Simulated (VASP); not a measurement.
# Bi (Fd-3m) in VASP: a series of runs, part 2 of 2

VASP 6.6.1. Earlier steps stand in the parts before.

## Step 3: Single point, PBE

INCAR reads:

```
SYSTEM = Bi
PREC = Accurate
ENCUT = 520
EDIFF = 1E-7
ISMEAR = -1
SIGMA = 0.08
LREAL = .False.
LASPH = .True.
NELM = 80
ALGO = Normal
ISIF = 2
LWAVE = .False.
LCHARG = .True.
GGA = PE
LELF = .True.
LVHAR = .True.
NBANDS = 22
```

KPOINTS reads:

```
Automatic mesh
0
Gamma
  11 11 11
  0 0 0
```

POSCAR reads:

```
Bi
1.0
    0.0000000000      3.2474133644      3.2474133644
    3.2474133644      0.0000000000      3.2474133644
    3.2474133644      3.2474133644      0.0000000000
Bi
2
Direct
   -0.1250000000     -0.1250000000     -0.1250000000
    0.1250000000      0.1250000000      0.1250000000
```

Potentials or basis: VASP PAW PBE potentials, release 64 (Bi_d).

On the command line:

```bash
> cat potpaw_PBE.64/Bi_d/POTCAR > POTCAR
> mpirun -np 1 vasp_std > vasp.out
```

Run time: 96 s. Hardware: 1 thread of Intel Xeon 8259CL, shared host; peak memory 0.23 GiB.

The run converged. Its results:

| Quantity | Value |
| --- | --- |
| Free energy | -6.0381 eV |
| Pressure | 20.9 GPa |
| Band gap on the k mesh | zero (bands 15 and 16 overlap by 1.27 eV) |

Levels at points of the mesh, in eV from the Fermi level:
```tsv
k point	band 11	band 12	band 13	band 14	band 15	band 16	band 17	band 18	band 19	band 20
(0.00, 0.00, 0.00)	-14.55	-6.33	-1.60	-1.60	-1.60	0.85	0.85	0.85	3.17	7.37
```

Caveat: the cell stands under pressure; spin-orbit coupling is left out, which moves the levels of the heavy elements.

## Step 4: Relaxation of cell and atoms, PBE, target pressure 21 GPa, at which the enthalpy is minimised

This run uses another cell than the first one, of 28.65 Å³/atom.

INCAR reads:

```
SYSTEM = Bi
ALGO = Normal
EDIFF = 1E-7
EDIFFG = -0.005
ENCUT = 600
GGA = PE
IBRION = 2
ISIF = 3
ISMEAR = -1
LASPH = .True.
LCHARG = .False.
LREAL = .False.
LWAVE = .False.
NELM = 60
NSW = 60
PREC = Accurate
PSTRESS = 210.0
SIGMA = 0.08
```

KPOINTS reads:

```
k-points
0
Gamma
  11 11 11
  0 0 0
```

POSCAR reads:

```
Bi
1.0
    0.0000000000      3.0599195586      3.0599195586
    3.0599195586      0.0000000000      3.0599195586
    3.0599195586      3.0599195586      0.0000000000
Bi
2
Direct
   -0.1250000000     -0.1250000000     -0.1250000000
    0.1250000000      0.1250000000      0.1250000000
```

Potentials or basis: VASP PAW PBE potentials, release 64 (Bi_d).

On the command line:

```bash
> cat potpaw_PBE.64/Bi_d/POTCAR > POTCAR
> mpirun -np 1 vasp_std > vasp.out
```

OUTCAR:

```text
SYSTEM = Bi
   EDIFF = 1E-7
   EDIFFG = -0.005
   ENCUT = 600
   GGA = PE
   IBRION = 2
   ISIF = 3
   ISMEAR = -1
   LASPH = .True.
   LREAL = .False.
   NELM = 60
   NSW = 60
   PREC = Accurate
   PSTRESS = 210.0

 ion  position               nearest neighbor table
   1  0.875  0.875  0.875-   2 2.65   2 2.65   2 2.65   2 2.65
   2  0.125  0.125  0.125-   1 2.65   1 2.65   1 2.65   1 2.65

  LATTYP: Found a face centered cubic cell.
 ALAT       =     6.1198391172

  Lattice vectors:

 A1 = (   0.0000000000,   3.0599195586,   3.0599195586)
 A2 = (   3.0599195586,   0.0000000000,   3.0599195586)
 A3 = (   3.0599195586,   3.0599195586,   0.0000000000)

Analysis of symmetry for initial positions (statically):
[... 160 lines left out ...]
  energy-cutoff  :      600.00
  volume of cell :       57.30
 maximum number of plane-waves:      1930
   NGX = 17   NGY = 17   NGZ = 17

--------------------------------------- Ionic step        1  -------------------------------------------

 number of electron      30.0000006 magnetization

 Free energy of the ion-electron system (eV)
  ---------------------------------------------------
  ext. energy  EPLUGINS =         0.00000000
  ---------------------------------------------------
  free energy    TOTEN  =        -3.77448411 eV

  energy without entropy =       -3.75842363  energy(sigma->0) =       -3.76645387

 E-fermi :   9.3610     XC(G=0): -10.3258

 val. band max:        9.3434707361   @ k =   0.2727   0.1818   0.0000
 cond. band min:       9.3719600181   @ k =   0.3636   0.2727   0.0000
 fundamental gap:      0.0284892820
 Fermi energy:         9.3610222398
[... 1216 lines left out ...]
--------------------------------------- Ionic step        5  -------------------------------------------

 number of electron      29.9999994 magnetization

 Free energy of the ion-electron system (eV)
  ---------------------------------------------------
  ext. energy  EPLUGINS =         0.00000000
  ---------------------------------------------------
  free energy    TOTEN  =        -6.02837279 eV

  energy without entropy =       -6.00938517  energy(sigma->0) =       -6.01887898

 E-fermi :   6.9686     XC(G=0):  -9.4424

 val. band max:        6.9643717183   @ k =   0.3636   0.2727   0.0909
 cond. band min:       7.1948245170   @ k =  -0.4545   0.3636   0.1818
 fundamental gap:      0.2304527987
 Fermi energy:         6.9685976403
[... 561 lines left out ...]
  energy  without entropy=       -6.0093851654  energy(sigma->0) =       -6.01887898

  enthalpy is  TOTEN    =         2.9431134716 eV   P V=        8.9714862610

 reached required accuracy - stopping structural energy minimisation
```

OSZICAR:

```text
N       E                     dE             d eps       ncg     rms          rms(c)
DAV:   1     0.312516377675E+03    0.31252E+03   -0.18155E+04  2128   0.224E+03
[... 62 lines left out ...]
DAV:   3    -0.602834862594E+01    0.13956E-02   -0.62003E-03  2797   0.126E+00    0.210E-02
DAV:   4    -0.602835930118E+01   -0.10675E-04   -0.19013E-04  2217   0.155E-01    0.932E-03
DAV:   5    -0.602837468918E+01   -0.15388E-04   -0.45365E-05  2780   0.798E-02    0.936E-03
DAV:   6    -0.602837365906E+01    0.10301E-05   -0.60141E-06  2735   0.394E-02    0.180E-03
DAV:   7    -0.602837290693E+01    0.75213E-06   -0.34442E-07  1748   0.457E-03    0.598E-04
DAV:   8    -0.602837272826E+01    0.17867E-06   -0.67888E-08  1097   0.250E-03    0.175E-04
DAV:   9    -0.602837278944E+01   -0.61179E-07   -0.11003E-08  1079   0.151E-03
   5 F= 0.29431135E+01 E0= 0.29526073E+01  d E =-.792900E+00
```

CONTCAR:

```text
Bi
   1.00000000000000
    -0.0000000000000000    3.2466980197878152    3.2466980197878148
     3.2466980197878152   -0.0000000000000000    3.2466980197878148
     3.2466980197878152    3.2466980197878152   -0.0000000000000000
  Bi
     2
Direct
     0.8750000000000000    0.8750000000000000    0.8750000000000000
     0.1250000000000000    0.1250000000000000    0.1250000000000000

  0.00000000E+00  0.00000000E+00  0.00000000E+00
  0.00000000E+00  0.00000000E+00  0.00000000E+00
```

Run time: 2.5 min. Hardware: 1 thread of AMD EPYC 9R45 (Zen 5), shared host; peak memory 0.21 GiB.

Results:

```yaml
Free_energy: -6.0284 eV
Relaxed_volume: 34.22 Å³/atom
Relaxed_cell: a = 4.592 Å, b = 4.592 Å, c = 4.592 Å, α = 60.00°, β = 60.00°, γ = 60.00°
Space_group_after_relaxing_to_0.1_Å: Fd-3m (No. 227)
Energy_change_on_relaxing_the_run_minimises_the_enthalpy: -1126.9 meV/atom
Ionic_steps: 5
Pressure_after_relaxing: 21.0 GPa
Band_gap_on_the_k_mesh: zero (bands 15 and 16 overlap by 1.27 eV)
```

Step by step:
```
step  energy change (eV)  largest force (eV/Å)  pressure (GPa)  volume (Å³)
   1              0.0000                0.0000           47.15        57.30
   2             -3.5529                0.0000           -2.13       105.49
   3             -2.5160                0.0000           17.84        70.61
   4             -2.2972                0.0000           20.48        68.78
   5             -2.2539                0.0000           21.00        68.45
```

Final structure:
```xyz
2
Lattice="0.0000 3.2467 3.2467 3.2467 0.0000 3.2467 3.2467 3.2467 0.0000" Properties=species:S:1:pos:R:3 pbc="T T T"
Bi    5.6817    5.6817    5.6817
Bi    0.8117    0.8117    0.8117
```

Levels at points of the mesh, in eV from the Fermi level:
```
           k point  band 13  band 14  band 15  band 16  band 17  band 18
(0.00, 0.00, 0.00)    -1.60    -1.60    -1.60     0.85     0.85     0.85
```

Caveat: the cell is relaxed towards a set pressure, so the run minimises the enthalpy, not the energy; the volume moved by over 15 % at a fixed basis, so the end points are rough; spin-orbit coupling is left out, which moves the levels of the heavy elements.

## Step 5: Relaxation of cell and atoms, PBE, target pressure 21 GPa, at which the enthalpy is minimised

INCAR reads:

```
PREC = Accurate ; ENCUT = 600
EDIFF = 1E-6 ; ISMEAR = -1
SIGMA = 0.08 ; LREAL = F
LASPH = T ; NELM = 60
ALGO = Normal ; ISIF = 3
LWAVE = F ; LCHARG = F
GGA = PE ; IBRION = 2
NSW = 32 ; EDIFFG = -0.005
PSTRESS = 210.0
```

KPOINTS reads:

```
regular mesh
0
Gamma
  11 11 11
```

POSCAR reads:

```
Bi
1.0
    0.0000000000      3.2474133644      3.2474133644
    3.2474133644      0.0000000000      3.2474133644
    3.2474133644      3.2474133644      0.0000000000
Bi
2
Direct
   -0.1250000000     -0.1250000000     -0.1250000000
    0.1250000000      0.1250000000      0.1250000000
```

On the command line:

```bash
> cat potpaw_PBE.64/Bi_d/POTCAR > POTCAR
> mpirun -np 1 vasp_std > vasp.out
```

Wall time 69 s (1 thread of AMD EPYC 9R45 (Zen 5), shared host); peak memory 0.26 GiB.

Results (log left out):

```yaml
Free_energy: -6.0354 eV
Relaxed_volume: 34.23 Å³/atom
Relaxed_cell: a = 4.592 Å, b = 4.592 Å, c = 4.592 Å, α = 60.00°, β = 60.00°, γ = 60.00°
Space_group_after_relaxing_to_0.1_Å: Fd-3m (No. 227)
Energy_change_on_relaxing_the_run_minimises_the_enthalpy: +1.5 meV/atom
Ionic_steps: 3
Pressure_after_relaxing: 21.0 GPa
Band_gap_on_the_k_mesh: zero (bands 15 and 16 overlap by 1.27 eV)
```

Step by step:
| step | energy change (eV) | largest force (eV/Å) | pressure (GPa) | volume (Å³) |
| --- | --- | --- | --- | --- |
| 1 | 0.0000 | 0.0000 | 20.95 | 68.49 |
| 2 | 0.0152 | 0.0000 | 21.17 | 68.38 |
| 3 | 0.0031 | 0.0000 | 21.00 | 68.47 |

Final structure:
```yaml
crystal:
  lattice:
    - [0.00000, 3.24704, 3.24704]
    - [3.24704, 0.00000, 3.24704]
    - [3.24704, 3.24704, 0.00000]
  atoms:
    - { symbol: Bi, position: [0.87500, 0.87500, 0.87500] }
    - { symbol: Bi, position: [0.12500, 0.12500, 0.12500] }
```

Levels at points of the mesh, in eV from the Fermi level:
```csv
k point,band 11,band 12,band 13,band 14,band 15,band 16,band 17,band 18,band 19
"(0.00, 0.00, 0.00)",-14.55,-6.33,-1.60,-1.60,-1.60,0.85,0.85,0.85,3.17
```

Caveat: the cell is relaxed towards a set pressure, so the run minimises the enthalpy, not the energy; spin-orbit coupling is left out, which moves the levels of the heavy elements.

## Step 6: The runs side by side

```csv
task,cell,cutoff (eV),gap on the mesh (eV),pressure (GPa)
single point,"a = 4.593 Å, angles 60.0°, 2 atoms",520,none,20.9
relaxation of cell and atoms,"relaxed to 21 GPa from a = 4.327 Å, angles 60.0°, 2 atoms",600,none,21.0
relaxation of cell and atoms,"relaxed to 21 GPa from a = 4.593 Å, angles 60.0°, 2 atoms",600,none,21.0
```

Alike in all rows: level PBE; potentials or basis VASP PAW PBE potentials, release 64 (Bi_d); no spin polarisation; k mesh 11 × 11 × 11; smearing fermi-dirac 0.08 eV.

Caveats: spin-orbit coupling is left out, which moves the levels of the heavy elements; the cell is relaxed towards a set pressure, so the run minimises the enthalpy, not the energy (at least some runs); the cell stands under pressure (at least some runs); the volume moved by over 15 % at a fixed basis, so the end points are rough (at least some runs).

Absolute energies hang on the potentials; compare differences alone.
